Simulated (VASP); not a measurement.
# Cu16H in VASP: single point with PBE+D3(BJ)

Aim: the single point of Cu16H with PBE+D3(BJ).

Everything below comes from runs of VASP 6.6.1. Logs are shortened: lines on timing, memory, paths and dates and some standing lists are left out, and cuts for length are marked.

## Step 1: The cell of the first run

The cell holds a slab with vacuum, 17 atoms: a = 5.105 Å, b = 5.105 Å, c = 21.915 Å, α = 90.00°, β = 90.00°, γ = 90.00°.

## Step 2: Single point, PBE+D3(BJ)

Contents of INCAR:

```
PREC = Accurate ; ENCUT = 520
EDIFF = 1E-6 ; ISMEAR = 1
SIGMA = 0.1 ; LREAL = F
LASPH = T ; NELM = 120
ALGO = Normal ; ISIF = 2
LWAVE = F ; LCHARG = T
GGA = PE ; IVDW = 12
LELF = T ; LVHAR = T
NBANDS = 102 ; GGA_COMPAT = F
NELMDL = -8
```

Contents of KPOINTS:

```
regular mesh
0
Gamma
  2 2 1
```

Contents of POSCAR:

```
Cu16H
1.0
    5.1053109602      0.0000000000      0.0000000000
    0.0000000000      5.1053109602      0.0000000000
    0.0000000000      0.0000000000     21.9150000000
Cu H
16 1
Direct
    0.2500000000      0.2500000000      0.1140771200
    0.7500000000      0.2500000000      0.1140771200
    0.2500000000      0.7500000000      0.1140771200
    0.7500000000      0.7500000000      0.1140771200
    0.0000000000      0.0000000000      0.1964407900
    0.5000000000      0.0000000000      0.1964407900
    0.0000000000      0.5000000000      0.1964407900
    0.5000000000      0.5000000000      0.1964407900
    0.2499659700      0.2498937000      0.2756679800
    0.7497503800      0.2502617100      0.2770212500
    0.2497374500      0.7499301300      0.2769803000
    0.7495297100      0.7501371000      0.2801134800
    0.0016238400      0.0023048600      0.3581849600
    0.4979558800      0.0012407400      0.3581818000
    0.0010767900      0.4988786700      0.3581927400
    0.4976040500      0.4977112100      0.3582400100
    0.2479195600      0.2496957200      0.3833502400
```

Potentials or basis: VASP PAW PBE potentials, release 64 (Cu, H).

The run is started by

```console
$ cat potpaw_PBE.64/Cu/POTCAR potpaw_PBE.64/H/POTCAR > POTCAR
$ mpirun -np 1 vasp_std > vasp.out
```

OUTCAR:

```text
PREC = Accurate
   ENCUT = 520
   EDIFF = 1E-6
   ISMEAR = 1
   LREAL = F
   LASPH = T
   NELM = 120
   ISIF = 2
   GGA = PE
   IVDW = 12
   NELMDL = -8
 IVDW          = 12

 ion  position               nearest neighbor table
   1  0.250  0.250  0.114-   5 2.55   6 2.55   7 2.55   8 2.55   2 2.55   3 2.55   3 2.55   2 2.55

   2  0.750  0.250  0.114-   5 2.55   6 2.55   7 2.55   8 2.55   1 2.55   4 2.55   4 2.55   1 2.55

   3  0.250  0.750  0.114-   5 2.55   6 2.55   7 2.55   8 2.55   1 2.55   4 2.55   1 2.55   4 2.55
[... 23 lines left out ...]
  15  0.001  0.499  0.358-  12 2.49  10 2.53  11 2.53  16 2.53  13 2.54   9 2.55  13 2.57  16 2.57

  16  0.498  0.498  0.358-  12 2.50  10 2.53  14 2.53  15 2.53  11 2.54   9 2.54  15 2.57  14 2.57

  17  0.248  0.250  0.383-

  LATTYP: Found a simple tetragonal cell.
 ALAT       =     5.1053109602
 C/A-ratio  =     4.2925886730

  Lattice vectors:

 A1 = (   5.1053109602,   0.0000000000,   0.0000000000)
 A2 = (   0.0000000000,   5.1053109602,   0.0000000000)
 A3 = (   0.0000000000,   0.0000000000,  21.9150000000)

Analysis of symmetry for initial positions (statically):
=====================================================================
 Subroutine PRICEL returns:
 Original cell was already a primitive cell.

 Routine SETGRP: Setting up the symmetry group for a
 simple tetragonal supercell.

 Subroutine GETGRP returns: Found  1 space group operations
 (whereof  1 operations were pure point group operations)
 out of a pool of 16 trial point group operations.

The static configuration has the point symmetry C_1 .

Analysis of symmetry for dynamics (positions and initial velocities):
=====================================================================
 Subroutine PRICEL returns:
 Original cell was already a primitive cell.

 Routine SETGRP: Setting up the symmetry group for a
 simple tetragonal supercell.

 Subroutine GETGRP returns: Found  1 space group operations
 (whereof  1 operations were pure point group operations)
 out of a pool of 16 trial point group operations.

The dynamic configuration has the point symmetry C_1 .

 Subroutine INISYM returns: Found  1 space group operations
 (whereof  1 operations are pure point group operations),
 and found     1 'primitive' translations

----------------------------------------------------------------------------------------

                                     Primitive cell

  volume of cell :     571.1969

  direct lattice vectors                    reciprocal lattice vectors
     5.105310960  0.000000000  0.000000000     0.195874455  0.000000000  0.000000000
     0.000000000  5.105310960  0.000000000     0.000000000  0.195874455  0.000000000
     0.000000000  0.000000000 21.915000000     0.000000000  0.000000000  0.045630846

  length of vectors
     5.105310960  5.105310960 21.915000000     0.195874455  0.195874455  0.045630846

  position of ions in fractional coordinates (direct lattice)
     0.250000000  0.250000000  0.114077120
     0.750000000  0.250000000  0.114077120
     0.250000000  0.750000000  0.114077120
     0.750000000  0.750000000  0.114077120
     0.000000000  0.000000000  0.196440790
     0.500000000  0.000000000  0.196440790
[... 9 lines left out ...]
     0.497604050  0.497711210  0.358240010
     0.247919560  0.249695720  0.383350240

  ion indices of the primitive-cell ions
   primitive index   ion index
                 1           1
                 2           2
                 3           3
                 4           4
                 5           5
                 6           6
[... 9 lines left out ...]
                16          16
                17          17

----------------------------------------------------------------------------------------

 KPOINTS: regular mesh

Automatic generation of k-mesh.
 Grid dimensions read from file:
 generate k-points for:    2    2    1

 Generating k-lattice:

  Cartesian coordinates                     Fractional coordinates (reciprocal lattice)
     0.097937227  0.000000000  0.000000000     0.500000000  0.000000000  0.000000000
     0.000000000  0.097937227  0.000000000     0.000000000  0.500000000  0.000000000
     0.000000000  0.000000000  0.045630846     0.000000000  0.000000000  1.000000000

  Length of vectors
     0.097937227  0.097937227  0.045630846

  Shift w.r.t. Gamma in fractional coordinates (k-lattice)
     0.000000000  0.000000000  0.000000000

 Subroutine IBZKPT returns following result:
 ===========================================

 Found      4 irreducible k-points:

 Following reciprocal coordinates:
            Coordinates               Weight
  0.000000  0.000000  0.000000      1.000000
  0.500000  0.000000  0.000000      1.000000
  0.000000  0.500000  0.000000      1.000000
  0.500000  0.500000  0.000000      1.000000
   k-points           NKPTS =      4   k-points in BZ     NKDIM =      4   number of bands    NBANDS=    102
   number of dos      NEDOS =    301   number of ions     NIONS =     17
   total plane-waves  NPLWV = 268800
   dimension x,y,z NGX =    40 NGY =   40 NGZ =  168
   dimension x,y,z NGXF=    80 NGYF=   80 NGZF=  336
   ions per type =              16   1
   NGX,Y,Z   is equivalent  to a cutoff of  13.03, 13.03, 12.74 a.u.
   NGXF,Y,Z  is equivalent  to a cutoff of  26.05, 26.05, 25.49 a.u.
 SYSTEM =  unknown system
   PREC   = accura    normal or accurate (medium, high low for compatibility)
   ISTART =      0    job   : 0-new  1-cont  2-samecut
   ICHARG =      2    charge: 1-file 2-atom 10-const
   ISPIN  =      1    spin polarized calculation?
   LNONCOLLINEAR =      F non collinear calculations
   LSORBIT =      F    spin-orbit coupling
   LASPH  =      T    aspherical Exc in radial PAW
   ENCUT  =  520.0 eV  38.22 Ry    6.18 a.u.   9.49  9.49 40.75*2*pi/ulx,y,z
   NELM   =    120;   NELMIN=  2; NELMDL= -8     # of ELM steps
   EDIFF  = 0.1E-05   stopping-criterion for ELM
   LREAL  =      F    real-space projection
   EDIFFG = 0.1E-04   stopping-criterion for IOM
   NSW    =      0    number of steps for IOM
   IBRION =     -1    ionic relax: 0-MD 1-quasi-New 2-CG
   NFREE  =      0    steps in history (QN), initial steepest desc. (CG)
   ISIF   =      2    stress and relaxation
   ISYM   =      2    0-nonsym 1-usesym 2-fastsym
   POTIM  = 0.5000    time-step for ionic-motion
   TEBEG  =    0.0;   TEEND  =   0.0 temperature during run
   PSTRESS=    0.0 pullay stress
   NELECT =     177.0000    total number of electrons
   NUPDOWN=      -1.0000    fix difference up-down
   EMIN   =  10.00;   EMAX   =-10.00  energy-range for DOS
   EFERMI =   0.00;   METHOD = LEGACY
   ISMEAR =     1;   SIGMA  =   0.10  broadening in eV -4-tet -1-fermi 0-gaus
   EFERMI_NEDOS =   21; number of points for ismear=-14 and -15
   IALGO  =     38    algorithm
   IMIX   =      4    mixing-type and parameters
     AMIX     =   0.40;   BMIX     =  1.00
     AMIX_MAG =   1.60;   BMIX_MAG =  1.00
  volume/ion in A,a.u.               =      33.60       226.74
  Fermi-wavevector in a.u.,A,eV,Ry     =   1.107824  2.093483 16.698066  1.227273
  Thomas-Fermi vector in A             =   2.244343
   LORBIT       =      0    0 simple, 1 ext, 2 COOP (PROOUT), +10 PAW based schemes
   GGA     = PE    functional components
   LHFCALC =     F    Hartree Fock is set to
   AEXX    =    0.0000 exact exchange contribution
   IVDW    =    12    specifies the selected vdW correction
   LEPSILON=     F    determine dielectric tensor
   LRPA    =     F    only Hartree local field effects (RPA)
 non-spin polarized calculation
 Methfessel and Paxton  Order N= 1 SIGMA  =   0.10
  energy-cutoff  :      520.00
  volume of cell :      571.20
 maximum number of plane-waves:     15437
 NGX is ok and might be reduce to    40
   NGX = 19   NGY = 19   NGZ = 81

 number of electron     176.9999750 magnetization

 Free energy of the ion-electron system (eV)
  ---------------------------------------------------
  ext. energy  EPLUGINS =         0.00000000
  ---------------------------------------------------
  free energy    TOTEN  =       -57.43524313 eV

  energy without entropy =      -57.42669095  energy(sigma->0) =      -57.43239240

 E-fermi :  -0.2895     XC(G=0):  -5.1041

 val. band max:       -0.4194572115   @ k =   0.0000   0.0000   0.0000
 cond. band min:      -0.2748807100   @ k =   0.5000   0.0000   0.0000
 fundamental gap:      0.1445765015
 Fermi energy:        -0.2895473131

 k-point     1 :       0.0000    0.0000    0.0000
  band No.  band energies     occupation
      1      -9.5677      2.00000
      2      -8.2151      2.00000
      3      -6.6166      2.00000
      4      -5.6175      2.00000
      5      -5.5823      2.00000
      6      -5.4755      2.00000
[... 92 lines left out ...]
     99       2.9427      0.00000
    100       3.7466      0.00000

 k-point     2 :       0.5000    0.0000    0.0000
  band No.  band energies     occupation
      1      -8.4698      2.00000
      2      -7.9547      2.00000
      3      -7.3084      2.00000
      4      -6.4373      2.00000
      5      -5.8190      2.00000
      6      -5.0548      2.00000
[... 92 lines left out ...]
     99       3.4859      0.00000
    100       3.7339      0.00000

 k-point     3 :       0.0000    0.5000    0.0000
  band No.  band energies     occupation
      1      -8.4697      2.00000
      2      -7.9549      2.00000
      3      -7.3081      2.00000
      4      -6.4372      2.00000
      5      -5.8191      2.00000
      6      -5.0552      2.00000
[... 92 lines left out ...]
     99       3.4861      0.00000
    100       3.7342      0.00000

 k-point     4 :       0.5000    0.5000    0.0000
  band No.  band energies     occupation
      1      -7.9035      2.00000
      2      -6.7027      2.00000
      3      -6.7021      2.00000
      4      -6.6923      2.00000
      5      -6.2941      2.00000
      6      -5.3886      2.00000
[... 92 lines left out ...]
     99       4.5931      0.00000
    100       4.5956      0.00000
 [bands above 100 left out]

------------------------ aborting loop because EDIFF is reached ----------------------------------------

 Edisp (eV)   -6.66314

 E8    (eV) :    -2.9658

  FORCE on cell =-STRESS in cart. coord.  units (eV):
  Direction    XX          YY          ZZ          XY          YZ          ZX
  --------------------------------------------------------------------------------------
  -------------------------------------------------------------------------------------
  Total     -10.09110   -10.09018    -1.30199     0.01214     0.00052     0.04076
  in kB     -28.30502   -28.30241    -3.65202     0.03404     0.00145     0.11434
  external pressure =      -20.09 kB  Pullay stress =        0.00 kB

 VOLUME and BASIS-vectors are now :
 -----------------------------------------------------------------------------
  energy-cutoff  :      520.00
  volume of cell :      571.20
      direct lattice vectors                 reciprocal lattice vectors
     5.105310960  0.000000000  0.000000000     0.195874455  0.000000000  0.000000000
     0.000000000  5.105310960  0.000000000     0.000000000  0.195874455  0.000000000
     0.000000000  0.000000000 21.915000000     0.000000000  0.000000000  0.045630846

 POSITION                                       TOTAL-FORCE (eV/Angst)
 -----------------------------------------------------------------------------------
      1.27633      1.27633      2.50000        -0.000719     -0.000091      0.255924
      3.82898      1.27633      2.50000         0.000880     -0.000070      0.239121
      1.27633      3.82898      2.50000        -0.000899      0.000085      0.238766
      3.82898      3.82898      2.50000         0.000837      0.000046      0.297987
      0.00000      0.00000      4.30500        -0.023404     -0.016360     -0.285395
      2.55266      0.00000      4.30500         0.018213     -0.020885     -0.289183
[... 9 lines left out ...]
      2.54042      2.54097      7.85083        -0.019534     -0.013895      0.049720
      1.26571      1.27477      8.40112         0.008908      0.002519      0.063478
 -----------------------------------------------------------------------------------
    total drift:                               -0.001783      0.000403     -0.000918

  FREE ENERGIE OF THE ION-ELECTRON SYSTEM (eV)
  ---------------------------------------------------
  free  energy   TOTEN  =       -64.0983845831 eV

  energy  without entropy=      -64.0898324115  energy(sigma->0) =      -64.09553386
```

It took 13 min on 1 thread of Oxide Virtual Turin-like, shared host; peak memory 0.59 GiB.

What came out:

- Free energy: -64.0984 eV
- Largest force: 0.298 eV/Å
- Band gap on the k mesh: zero (an odd number of electrons rules out a gap without spin polarisation)
- Dispersion energy per atom: -0.392 eV

Forces on the atoms (eV/Å):
```
Cu  -0.001  0.000  0.256
Cu   0.001  0.000  0.239
Cu  -0.001  0.000  0.239
Cu   0.001  0.000  0.298
Cu  -0.023 -0.016 -0.285
Cu   0.018 -0.021 -0.289
Cu  -0.023  0.018 -0.287
Cu   0.017  0.021 -0.290
Cu  -0.004  0.004 -0.200
Cu   0.003 -0.007  0.093
Cu  -0.004 -0.001  0.099
Cu   0.007  0.000 -0.151
Cu   0.014  0.015  0.052
Cu  -0.023  0.026  0.058
Cu   0.027 -0.028  0.055
Cu  -0.020 -0.014  0.050
H    0.009  0.003  0.063
```

Caveat: the k points lie up to 0.62 Å⁻¹ apart, too coarse for converged energies and pressures of a metal; there is no dipole correction, which matters where the two faces differ.

The gap in the log of VASP goes by the Fermi energy; the results here count the filled bands.